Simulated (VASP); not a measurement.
# Zn (Fd-3m) in VASP: notebook

Zn is run at these levels: RPBE; tasks: single point, relaxation of cell and atoms.

All numbers are computed with VASP 6.6.1; they aren't measurements. Logs are shortened: lines on timing, memory, paths and dates and some standing lists are left out, and cuts for length are marked.

### 1 The cell of the first run

The structure is cubic, space group Fd-3m (No. 227). Conventional cell: a = 6.051 Å, b = 6.051 Å, c = 6.051 Å, α = 90.00°, β = 90.00°, γ = 90.00°. Within 3.5 Å of Zn (site symmetry -43m) lie 4 Zn at 2.62 Å.

This isn't the form of Zn at room conditions, which is hcp.

### 2 Single point, RPBE (27.70 Å³/atom)

Contents of INCAR:

```
ALGO = Normal
EDIFF = 1E-7
ENCUT = 520
GGA = RP
ISIF = 2
ISMEAR = -1
LASPH = T
LCHARG = F
LREAL = F
LWAVE = F
NBANDS = 19
NELM = 60
PREC = Accurate
SIGMA = 0.1
```

Contents of KPOINTS:

```
k-points
0
Gamma
  10 10 10
```

Contents of POSCAR:

```
Zn
1.0
    0.0000000000      3.0256589965      3.0256589965
    3.0256589965      0.0000000000      3.0256589965
    3.0256589965      3.0256589965      0.0000000000
Zn
2
Direct
    0.1250000000      0.1250000000      0.1250000000
    0.8750000000      0.8750000000      0.8750000000
```

Potentials or basis: VASP PAW PBE potentials, release 64 (Zn).

Run with:

```sh
$ cat potpaw_PBE.64/Zn/POTCAR > POTCAR
$ mpirun -np 1 vasp_std > vasp.out
```

OUTCAR:

```text
EDIFF = 1E-7
   ENCUT = 520
   GGA = RP
   ISIF = 2
   ISMEAR = -1
   LASPH = T
   LREAL = F
   NELM = 60
   PREC = Accurate

 ion  position               nearest neighbor table
   1  0.125  0.125  0.125-   2 2.62   2 2.62   2 2.62   2 2.62
   2  0.875  0.875  0.875-   1 2.62   1 2.62   1 2.62   1 2.62

  LATTYP: Found a face centered cubic cell.
 ALAT       =     6.0513179930

  Lattice vectors:

 A1 = (   0.0000000000,   3.0256589965,   3.0256589965)
 A2 = (   3.0256589965,   0.0000000000,   3.0256589965)
 A3 = (   3.0256589965,   3.0256589965,   0.0000000000)

Analysis of symmetry for initial positions (statically):
=====================================================================
 Subroutine PRICEL returns:
 Original cell was already a primitive cell.

 Routine SETGRP: Setting up the symmetry group for a
 face centered cubic supercell.

 Subroutine GETGRP returns: Found 48 space group operations
 (whereof 12 operations were pure point group operations)
 out of a pool of 48 trial point group operations.

The static configuration has the point symmetry D_3d.
 The point group associated with its full space group is O_h .

Analysis of symmetry for dynamics (positions and initial velocities):
=====================================================================
 Subroutine PRICEL returns:
 Original cell was already a primitive cell.

 Routine SETGRP: Setting up the symmetry group for a
 face centered cubic supercell.

 Subroutine GETGRP returns: Found 48 space group operations
 (whereof 12 operations were pure point group operations)
 out of a pool of 48 trial point group operations.

The dynamic configuration has the point symmetry D_3d.
 The point group associated with its full space group is O_h .

 Subroutine INISYM returns: Found 48 space group operations
 (whereof 12 operations are pure point group operations),
 and found     1 'primitive' translations

----------------------------------------------------------------------------------------

                                     Primitive cell

  volume of cell :      55.3975

  direct lattice vectors                    reciprocal lattice vectors
     0.000000000  3.025658996  3.025658996    -0.165253256  0.165253256  0.165253256
     3.025658996  0.000000000  3.025658996     0.165253256 -0.165253256  0.165253256
     3.025658996  3.025658996  0.000000000     0.165253256  0.165253256 -0.165253256

  length of vectors
     4.278927988  4.278927988  4.278927988     0.286227035  0.286227035  0.286227035

  position of ions in fractional coordinates (direct lattice)
     0.125000000  0.125000000  0.125000000
     0.875000000  0.875000000  0.875000000

  ion indices of the primitive-cell ions
   primitive index   ion index
                 1           1
                 2           2

----------------------------------------------------------------------------------------

 KPOINTS: k-points

Automatic generation of k-mesh.
 Grid dimensions read from file:
 generate k-points for:   10   10   10

 Generating k-lattice:

  Cartesian coordinates                     Fractional coordinates (reciprocal lattice)
    -0.016525326  0.016525326  0.016525326     0.100000000  0.000000000  0.000000000
     0.016525326 -0.016525326  0.016525326     0.000000000  0.100000000  0.000000000
     0.016525326  0.016525326 -0.016525326     0.000000000  0.000000000  0.100000000

  Length of vectors
     0.028622704  0.028622704  0.028622704

  Shift w.r.t. Gamma in fractional coordinates (k-lattice)
     0.000000000  0.000000000  0.000000000

 Subroutine IBZKPT returns following result:
 ===========================================

 Found     47 irreducible k-points:

 Following reciprocal coordinates:
            Coordinates               Weight
  0.000000  0.000000  0.000000      1.000000
  0.100000  0.000000  0.000000      8.000000
  0.200000  0.000000  0.000000      8.000000
  0.300000  0.000000  0.000000      8.000000
  0.400000  0.000000  0.000000      8.000000
  0.500000  0.000000  0.000000      4.000000
[... 16 lines left out ...]
  0.300000  0.300000  0.000000      6.000000
  0.400000  0.300000  0.000000     24.000000
 [... further k-points ...]
   k-points           NKPTS =     47   k-points in BZ     NKDIM =     47   number of bands    NBANDS=     19
   number of dos      NEDOS =    301   number of ions     NIONS =      2
   total plane-waves  NPLWV =  32768
   dimension x,y,z NGX =    32 NGY =   32 NGZ =   32
   dimension x,y,z NGXF=    64 NGYF=   64 NGZF=   64
   ions per type =               2
   NGX,Y,Z   is equivalent  to a cutoff of  12.43, 12.43, 12.43 a.u.
   NGXF,Y,Z  is equivalent  to a cutoff of  24.87, 24.87, 24.87 a.u.
 SYSTEM =  unknown system
   PREC   = accura    normal or accurate (medium, high low for compatibility)
   ISTART =      0    job   : 0-new  1-cont  2-samecut
   ICHARG =      2    charge: 1-file 2-atom 10-const
   ISPIN  =      1    spin polarized calculation?
   LNONCOLLINEAR =      F non collinear calculations
   LSORBIT =      F    spin-orbit coupling
   LASPH  =      T    aspherical Exc in radial PAW
   ENCUT  =  520.0 eV  38.22 Ry    6.18 a.u.   7.96  7.96  7.96*2*pi/ulx,y,z
   NELM   =     60;   NELMIN=  2; NELMDL= -5     # of ELM steps
   EDIFF  = 0.1E-06   stopping-criterion for ELM
   LREAL  =      F    real-space projection
   EDIFFG = 0.1E-05   stopping-criterion for IOM
   NSW    =      0    number of steps for IOM
   IBRION =     -1    ionic relax: 0-MD 1-quasi-New 2-CG
   NFREE  =      0    steps in history (QN), initial steepest desc. (CG)
   ISIF   =      2    stress and relaxation
   ISYM   =      2    0-nonsym 1-usesym 2-fastsym
   POTIM  = 0.5000    time-step for ionic-motion
   TEBEG  =    0.0;   TEEND  =   0.0 temperature during run
   PSTRESS=    0.0 pullay stress
   NELECT =      24.0000    total number of electrons
   NUPDOWN=      -1.0000    fix difference up-down
   EMIN   =  10.00;   EMAX   =-10.00  energy-range for DOS
   EFERMI =   0.00;   METHOD = LEGACY
   ISMEAR =    -1;   SIGMA  =   0.10  broadening in eV -4-tet -1-fermi 0-gaus
   EFERMI_NEDOS =   21; number of points for ismear=-14 and -15
   IALGO  =     38    algorithm
   IMIX   =      4    mixing-type and parameters
     AMIX     =   0.40;   BMIX     =  1.00
     AMIX_MAG =   1.60;   BMIX_MAG =  1.00
  volume/ion in A,a.u.               =      27.70       186.92
  Fermi-wavevector in a.u.,A,eV,Ry     =   1.238745  2.340889 20.877995  1.534489
  Thomas-Fermi vector in A             =   2.373257
   LORBIT       =      0    0 simple, 1 ext, 2 COOP (PROOUT), +10 PAW based schemes
   GGA     = RP    functional components
   LHFCALC =     F    Hartree Fock is set to
   AEXX    =    0.0000 exact exchange contribution
   IVDW    =     0    specifies the selected vdW correction
   LEPSILON=     F    determine dielectric tensor
   LRPA    =     F    only Hartree local field effects (RPA)
 non-spin polarized calculation
  energy-cutoff  :      520.00
  volume of cell :       55.40
 maximum number of plane-waves:      1524
   NGX = 15   NGY = 15   NGZ = 15

 number of electron      24.0000024 magnetization

 Free energy of the ion-electron system (eV)
  ---------------------------------------------------
  ext. energy  EPLUGINS =         0.00000000
  ---------------------------------------------------
  free energy    TOTEN  =        -0.68373355 eV

  energy without entropy =       -0.64681983  energy(sigma->0) =       -0.66527669

 E-fermi :   0.0709     XC(G=0):  -8.2684

 val. band max:        0.0270056472   @ k =  -0.4000   0.4000   0.2000
 cond. band min:       0.0738618499   @ k =  -0.4000   0.4000   0.1000
 fundamental gap:      0.0468562027
 Fermi energy:         0.0708528715

 k-point     1 :       0.0000    0.0000    0.0000
  band No.  band energies     occupation
      1      -7.3051      2.00000
      2      -7.3051      2.00000
      3      -7.3051      2.00000
      4      -7.2719      2.00000
      5      -7.2719      2.00000
      6      -6.9663      2.00000
[... 11 lines left out ...]
     18       6.2444      0.00000
     19       8.4309      0.00000

 k-point     2 :       0.1000    0.0000    0.0000
  band No.  band energies     occupation
      1      -7.3252      2.00000
      2      -7.3252      2.00000
      3      -7.3038      2.00000
      4      -7.2439      2.00000
      5      -7.2439      2.00000
      6      -6.9530      2.00000
[... 11 lines left out ...]
     18       7.3489      0.00000
     19       9.2137      0.00000

 k-point     3 :       0.2000    0.0000    0.0000
  band No.  band energies     occupation
      1      -7.3422      2.00000
      2      -7.3422      2.00000
      3      -7.3011      2.00000
      4      -7.2089      2.00000
      5      -7.2089      2.00000
      6      -6.9669      2.00000
[... 11 lines left out ...]
     18       8.7607      0.00000
     19       9.7667      0.00000

 k-point     4 :       0.3000    0.0000    0.0000
  band No.  band energies     occupation
      1      -7.3447      2.00000
      2      -7.3447      2.00000
      3      -7.2969      2.00000
      4      -7.1908      2.00000
      5      -7.1908      2.00000
      6      -6.9990      2.00000
[... 11 lines left out ...]
     18       9.1115      0.00000
     19      10.3153      0.00000

 k-point     5 :       0.4000    0.0000    0.0000
  band No.  band energies     occupation
      1      -7.3376      2.00000
      2      -7.3376      2.00000
      3      -7.2915      2.00000
      4      -7.1914      2.00000
      5      -7.1914      2.00000
      6      -7.0288      2.00000
[... 11 lines left out ...]
     18       8.6850      0.00000
     19      11.9128      0.00000
[... 334 lines left out ...]
      2      -7.3700      2.00000
      3      -7.2489      2.00000
      4      -7.1882      2.00000
      5      -7.0982      2.00000
      6      -7.0384      2.00000
[... 11 lines left out ...]
     18       9.4887      0.00000
     19      10.2826      0.00000

 k-point    22 :      -0.2000    0.2000    0.0000
  band No.  band energies     occupation
      1      -7.3753      2.00000
      2      -7.3490      2.00000
      3      -7.2720      2.00000
      4      -7.2039      2.00000
      5      -7.1233      2.00000
      6      -7.0109      2.00000
[... 11 lines left out ...]
     18       8.1985      0.00000
     19       9.5654      0.00000

 k-point    23 :       0.3000    0.3000    0.0000
  band No.  band energies     occupation
      1      -7.3844      2.00000
      2      -7.3235      2.00000
      3      -7.3235      2.00000
      4      -7.1395      2.00000
      5      -7.1177      2.00000
      6      -7.0640      2.00000
[... 11 lines left out ...]
     18      10.5068      0.00000
     19      11.6502      0.00000

 k-point    24 :       0.4000    0.3000    0.0000
  band No.  band energies     occupation
      1      -7.3844      2.00000
      2      -7.3289      2.00000
      3      -7.3191      2.00000
      4      -7.1549      2.00000
      5      -7.1018      2.00000
      6      -7.0303      2.00000
[... 11 lines left out ...]
     18      10.7714      0.00000
     19      13.3923      0.00000

 [... further k-points ...]

------------------------ aborting loop because EDIFF is reached ----------------------------------------

  FORCE on cell =-STRESS in cart. coord.  units (eV):
  Direction    XX          YY          ZZ          XY          YZ          ZX
  --------------------------------------------------------------------------------------
  -------------------------------------------------------------------------------------
  Total       -0.1756699     -0.1756699     -0.1756699     -0.0000000      0.0000000     -0.0000000
  in kB       -5.0806343     -5.0806343     -5.0806343     -0.0000000      0.0000000     -0.0000000
  external PRESSURE =      -5.0806343 kB  Pullay stress =       0.0000000 kB

 VOLUME and BASIS-vectors are now :
 -----------------------------------------------------------------------------
  energy-cutoff  :      520.00
  volume of cell :       55.40
      direct lattice vectors                 reciprocal lattice vectors
     0.000000000  3.025658996  3.025658996    -0.165253256  0.165253256  0.165253256
     3.025658996  0.000000000  3.025658996     0.165253256 -0.165253256  0.165253256
     3.025658996  3.025658996  0.000000000     0.165253256  0.165253256 -0.165253256

 POSITION                                       TOTAL-FORCE (eV/Angst)
 -----------------------------------------------------------------------------------
      0.75641      0.75641      0.75641        -0.000000     -0.000000     -0.000000
      5.29490      5.29490      5.29490         0.000000      0.000000      0.000000
 -----------------------------------------------------------------------------------
    total drift:                                0.000000      0.000000     -0.000000

  FREE ENERGIE OF THE ION-ELECTRON SYSTEM (eV)
  ---------------------------------------------------
  free  energy   TOTEN  =        -0.6837335527 eV

  energy  without entropy=       -0.6468198349  energy(sigma->0) =       -0.66527669
```

It took 53 s on 1 thread of AMD EPYC 7R13, shared host; peak memory 0.16 GiB.

Results:

```
Free energy            : -0.6837 eV
Pressure               : -0.5 GPa
Band gap on the k mesh : zero (bands 12 and 13 overlap by 5.11 eV)
```

Caveat: the PAW data sets were made with another functional, which shifts forces and pressure a little.

### 3 Single point, RPBE (28.76 Å³/atom)

This run uses another cell than the first one, of 28.76 Å³/atom.

Contents of INCAR:

```
  ALGO = Normal
  EDIFF = 1E-6
  ENCUT = 520
  GGA = RP
  ISIF = 2
  ISMEAR = -1
  LASPH = True
  LCHARG = False
  LREAL = False
  LWAVE = False
  NBANDS = 19
  NELM = 100
  PREC = Accurate
  SIGMA = 0.1
```

KPOINTS is that of step 2.

Contents of POSCAR:

```
Zn
1.0
    0.0000000000      3.0639625437      3.0639625437
    3.0639625437      0.0000000000      3.0639625437
    3.0639625437      3.0639625437      0.0000000000
Zn
2
Direct
    0.1250000000      0.1250000000      0.1250000000
    0.8750000000      0.8750000000      0.8750000000
```

Potentials or basis: VASP PAW PBE potentials, release 64 (Zn).

Run with:

```sh
$ cat potpaw_PBE.64/Zn/POTCAR > POTCAR
$ mpirun -np 1 vasp_std > vasp.out
```

Run time: 51 s. Hardware: 1 thread of AMD EPYC 7R13, shared host; peak memory 0.16 GiB.

The run converged. Its results:

```yaml
Free_energy: -0.6732 eV
Pressure: -1.0 GPa
Band_gap_on_the_k_mesh: zero (bands 12 and 13 overlap by 4.90 eV)
```

Levels at points of the mesh, in eV from the Fermi level:
```
           k point  band 10  band 11  band 12  band 13  band 14  band 15
(0.00, 0.00, 0.00)    -6.76    -6.76     4.51     4.51     4.51     5.50
(0.50, 0.00, 0.00)    -6.75    -4.53    -2.69     2.97     2.97     4.61
(0.50, 0.50, 0.00)    -6.72    -3.11    -3.11     1.12     1.12     3.97
```

Caveat: the PAW data sets were made with another functional, which shifts forces and pressure a little.

### 4 Single point, RPBE (29.83 Å³/atom)

This run uses another cell than the first one, of 29.83 Å³/atom.

Contents of INCAR:

```
PREC = Accurate ; ENCUT = 520
EDIFF = 1E-6 ; ISMEAR = -1
SIGMA = 0.1 ; LREAL = F
LASPH = T ; NELM = 60
ALGO = Normal ; ISIF = 2
LWAVE = F ; LCHARG = F
GGA = RP ; NBANDS = 19
```

Contents of KPOINTS:

```
regular mesh
0
Gamma
  10 10 10
```

Contents of POSCAR:

```
Zn
1.0
    0.0000000000      3.1013316235      3.1013316235
    3.1013316235      0.0000000000      3.1013316235
    3.1013316235      3.1013316235      0.0000000000
Zn
2
Direct
    0.1250000000      0.1250000000      0.1250000000
    0.8750000000      0.8750000000      0.8750000000
```

Potentials or basis: VASP PAW PBE potentials, release 64 (Zn).

Run with:

```sh
$ cat potpaw_PBE.64/Zn/POTCAR > POTCAR
$ mpirun -np 1 vasp_std > vasp.out
```

OUTCAR:

```text
PREC = Accurate
   ENCUT = 520
   EDIFF = 1E-6
   ISMEAR = -1
   LREAL = F
   LASPH = T
   NELM = 60
   ISIF = 2
   GGA = RP

 ion  position               nearest neighbor table
   1  0.125  0.125  0.125-   2 2.69   2 2.69   2 2.69   2 2.69
   2  0.875  0.875  0.875-   1 2.69   1 2.69   1 2.69   1 2.69

  LATTYP: Found a face centered cubic cell.
 ALAT       =     6.2026632470

  Lattice vectors:

[... 713 lines left out ...]
     19      12.3318      0.00000

 [... further k-points ...]

------------------------ aborting loop because EDIFF is reached ----------------------------------------

  FORCE on cell =-STRESS in cart. coord.  units (eV):
  Direction    XX          YY          ZZ          XY          YZ          ZX
  --------------------------------------------------------------------------------------
  -------------------------------------------------------------------------------------
  Total       -0.5305240     -0.5305240     -0.5305240     -0.0000000     -0.0000000      0.0000000
  in kB      -14.2475776    -14.2475776    -14.2475776     -0.0000000     -0.0000000      0.0000000
  external PRESSURE =     -14.2475776 kB  Pullay stress =       0.0000000 kB

 VOLUME and BASIS-vectors are now :
 -----------------------------------------------------------------------------
  energy-cutoff  :      520.00
  volume of cell :       59.66
      direct lattice vectors                 reciprocal lattice vectors
     0.000000000  3.101331624  3.101331624    -0.161221069  0.161221069  0.161221069
     3.101331624  0.000000000  3.101331624     0.161221069 -0.161221069  0.161221069
     3.101331624  3.101331624  0.000000000     0.161221069  0.161221069 -0.161221069

 POSITION                                       TOTAL-FORCE (eV/Angst)
 -----------------------------------------------------------------------------------
      0.77533      0.77533      0.77533         0.000000     -0.000000      0.000000
      5.42733      5.42733      5.42733        -0.000000      0.000000     -0.000000
 -----------------------------------------------------------------------------------
    total drift:                                0.000000      0.000000      0.000000

  FREE ENERGIE OF THE ION-ELECTRON SYSTEM (eV)
  ---------------------------------------------------
  free  energy   TOTEN  =        -0.6567315572 eV

  energy  without entropy=       -0.6193778334  energy(sigma->0) =       -0.63805470
```

Wall time 80 s (1 thread of AMD EPYC 7R13, shared host); peak memory 0.19 GiB.

What came out:

```yaml
Free_energy: -0.6567 eV
Pressure: -1.4 GPa
Band_gap_on_the_k_mesh: zero (bands 12 and 13 overlap by 4.71 eV)
```

Caveat: the PAW data sets were made with another functional, which shifts forces and pressure a little.

[end of part 1 of 2]
